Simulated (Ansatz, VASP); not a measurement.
# One calculation of VI, two programs

INCAR

```
PREC = Accurate
ENCUT = 600
EDIFF = 1E-7
ISMEAR = 0
SIGMA = 0.1
LREAL = F
LASPH = T
NELM = 150
ALGO = Normal
ISIF = 3
LWAVE = F
LCHARG = F
ISPIN = 2
MAGMOM = 3.53 0
LORBIT = 11
LMAXMIX = 4
GGA = PE
IBRION = 2
NSW = 90
EDIFFG = -0.04
```

KPOINTS

```
Automatic mesh
0
Gamma
  6 6 6
```

Contents of POSCAR:

```
VI
1.0
    3.6437309865      0.0000000000      0.0000000000
    0.0000000000      3.6437309865      0.0000000000
    0.0000000000      0.0000000000      3.6437309865
V I
1 1
Direct
    0.0000000000      0.0000000000      0.0000000000
    0.5000000000      0.5000000000      0.5000000000
```

Input for Ansatz:

```yaml
crystal:
  lattice:
    - [3.6437309865, 0.0, 0.0]
    - [0.0, 3.6437309865, 0.0]
    - [0.0, 0.0, 3.6437309865]
  atoms:
    - { symbol: V, position: [0.0, 0.0, 0.0], spin: 3.53 }
    - { symbol: I, position: [0.5, 0.5, 0.5] }
basis:
  ecutwfc: 420
kpoints:
  mp_grid: { grid: [6, 6, 6] }
hamiltonian:
  xc: pbe
scf:
  occupations: { method: gaussian, width: 0.1 }
  lower_state_search: "off"
output:
  forces: true
  stress: true
  eigenvalues: true
  populations: true
magnetization:
  spin_polarized: true
relax:
  adjacent_minimum: "off"
  f_tol: 0.04
  max_steps: 70
  cell: { stress_tol: 0.4 }
```

Alike in both runs: task relaxation of cell and atoms; functional PBE; k mesh 6 × 6 × 6; occupations gaussian, width 0.1 eV; collinear spin.

|  | VASP | Ansatz |
| --- | --- | --- |
| version | VASP 6.6.1 | Ansatz 0.2.0 |
| potentials or method | VASP PAW PBE potentials, release 64 (V_sv, I), cutoff 600 eV | scalar-relativistic, plane waves, PAW |
| valence electrons in the cell | 20 | 30 |

|  | VASP | Ansatz | Ansatz less VASP |
| --- | --- | --- | --- |
| gap on the k mesh at the Fermi level, each at its own relaxed structure (eV) | none | none | - |
| net moment per atom (μB) | 1.87 | 1.89 | +0.010 |
| size of the moment on the site where the two differ most (μB) | 3.02 | 3.24 | +0.221 |
| relaxed volume (Å³/atom) | 24.04 | 24.19 | +0.148 |
| relaxed length of the cell vector where the two differ most in proportion (Å) | 3.636 | 3.644 | +0.0075 |

Site moments also hang on the region over which each program counts them. A gap of «none» marks a metal or a gap that the smearing closes. VASP's potentials hold 20 valence electrons a cell and Ansatz's 30, so a difference there can come from the potentials and not from the codes.

Spin-orbit coupling is off throughout.
